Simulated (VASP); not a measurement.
A run of VASP 6.6.1 is set up as follows.

Contents of INCAR:

```
SYSTEM = Al2Ru
  ALGO = Normal
  EDIFF = 1E-6
  ENCUT = 520
  GGA = PS
  ISIF = 2
  ISMEAR = 0
  ISPIN = 2
  KPAR = 4
  LASPH = .True.
  LCHARG = .False.
  LMAXMIX = 4
  LORBIT = 11
  LREAL = .False.
  LWAVE = .False.
  MAGMOM = 0 0 0.188
  NBANDS = 21
  NELM = 150
  NUPDOWN = 0.1875
  PREC = Accurate
  SIGMA = 0.15
```

Contents of KPOINTS:

```
k-points
0
Gamma
  20 20 20
  0 0 0
```

Contents of POSCAR:

```
Al2Ru
1.0
   -1.6028460720      1.6028460720      4.3249320121
    1.6028460720     -1.6028460720      4.3249320121
    1.6028460720      1.6028460720     -4.3249320121
Al Ru
2 1
Direct
    0.6590805105      0.6590805105      0.0000000000
    0.3409194895      0.3409194895      0.0000000000
    0.0000000000      0.0000000000      0.0000000000
```

Potentials or basis: VASP PAW PBE potentials, release 64 (Al, Ru_pv).

Run with:

```bash
$ cat potpaw_PBE.64/Al/POTCAR potpaw_PBE.64/Ru_pv/POTCAR > POTCAR
$ mpirun -np 4 vasp_std > vasp.out
```

Problem. Predict the largest force.

Solution. 0.317 eV/Å.

Problem. What does it give for the pressure?

Solution. -12.0 GPa.

Stress tensor (GPa, compression positive):
```
-11.40   0.00   0.00
  0.00 -11.40   0.00
  0.00   0.00 -13.10
```

Caveat: the cell stands under tension; the PAW data sets were made with another functional, which shifts forces and pressure a little; the total moment is fixed, so each spin has its own Fermi level and the state may be an excited one.
